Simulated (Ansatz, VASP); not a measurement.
**One calculation of P, two programs**

INCAR

```
SYSTEM = P
ALGO = Normal
EDIFF = 1E-6
ENCUT = 500
GGA = PE
GGA_COMPAT = .FALSE.
ISIF = 2
ISMEAR = 0
LASPH = .TRUE.
LCHARG = .FALSE.
LREAL = .FALSE.
LWAVE = .FALSE.
NBANDS = 8
NELM = 120
PREC = Accurate
SIGMA = 0.1
```

KPOINTS

```
k-points
0
G
  8 8 8
  0 0 0
```

POSCAR

```
P
1.0
    0.0000000000      2.3009620600      2.3286501800
    1.7756514300      0.0000000000      2.3286501800
    1.7756514300      2.3009620600      0.0000000000
P
1
Direct
    0.0000000000      0.0000000000      0.0000000000
```

Input for Ansatz:

```yaml
crystal:
  lattice:
    - [0.0, 2.30096206, 2.32865018]
    - [1.77565143, 0.0, 2.32865018]
    - [1.77565143, 2.30096206, 0.0]
  atoms:
    - { symbol: P, position: [0.0, 0.0, 0.0] }
basis:
  ecutwfc: 420
kpoints:
  mp_grid: { grid: [8, 8, 8] }
hamiltonian:
  xc: pbe
scf:
  occupations: { method: gaussian, width: 0.1 }
  lower_state_search: "off"
output:
  forces: true
  stress: true
  eigenvalues: true
```

Alike in both runs: task single point; functional PBE; k mesh 8 × 8 × 8; occupations gaussian, width 0.1 eV; no spin polarisation.

|  | VASP | Ansatz |
| --- | --- | --- |
| version | VASP 6.6.1 | Ansatz 0.2.0 |
| potentials or method | VASP PAW PBE potentials, release 64 (P), cutoff 500 eV | scalar-relativistic, plane waves, PAW |
| valence electrons in the cell | 5 | 5 |

Ansatz gave:

* gap on the k mesh at the Fermi level (eV): none
* pressure (GPa): -15.8
* traceless stress, the component that is largest in VASP (GPa): 3.81

Estimate VASP's values.

gap on the k mesh at the Fermi level (eV): none; pressure (GPa): -15.9; traceless stress, the component that is largest in VASP (GPa): 3.81.

A gap of «none» marks a metal or a gap that the smearing closes. The functional is the same, so the differences come from potentials, cutoffs and numerics.
